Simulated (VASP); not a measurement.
Y:

```xyz
2
Lattice="0.0000 3.5000 3.5000 3.5000 0.0000 3.5000 3.5000 3.5000 0.0000" Properties=species:S:1:pos:R:3 pbc="T T T"
Y     0.0000    0.0000    0.0000
Y     1.7500    1.7500    1.7500
```

This isn't the form of Y at room conditions, which is hcp.

| Quantity | Value |
| --- | --- |
| Program | VASP 6.6.1 |
| Task | relaxation of cell and atoms |
| Functional | r2SCAN |
| Potentials or basis | VASP PAW PBE potentials, release 64 (Y_sv) |
| Cutoff | 600 eV |
| k mesh | 6 × 6 × 6 |
| Occupations | fermi-dirac, width 0.1 eV |
| Spin | no spin polarisation |

At the start: pressure -0.4 GPa; volume 42.88 Å³/atom.

Task: Where does the relaxation end?

Result: Over 4 steps the energy falls by 3.3 meV/atom and the volume is 40.72 Å³/atom (-5.0 %); space group Fd-3m (No. 227, to 0.1 Å) before and after.

Step by step:
| step | energy change (eV) | largest force (eV/Å) | pressure (GPa) | volume (Å³) |
| --- | --- | --- | --- | --- |
| 1 | 0.0000 | 0.0000 | -0.40 | 85.75 |
| 2 | -0.0030 | 0.0000 | -0.33 | 84.42 |
| 3 | -0.0064 | 0.0000 | 0.11 | 80.52 |
| 4 | -0.0067 | 0.0000 | -0.03 | 81.44 |

Final structure:
```cif
data_structure
_symmetry_space_group_name_H-M 'P 1'
_symmetry_Int_Tables_number 1
_cell_length_a 4.8653
_cell_length_b 4.8653
_cell_length_c 4.8653
_cell_angle_alpha 60.000
_cell_angle_beta 60.000
_cell_angle_gamma 60.000
_cell_volume 81.44
loop_
_atom_site_label
_atom_site_type_symbol
_atom_site_fract_x
_atom_site_fract_y
_atom_site_fract_z
_atom_site_occupancy
Y1 Y 0.00000 0.00000 0.00000 1
Y2 Y 0.25000 0.25000 0.25000 1
```

Caveat: the PAW data sets were made with another functional, which shifts forces and pressure a little.
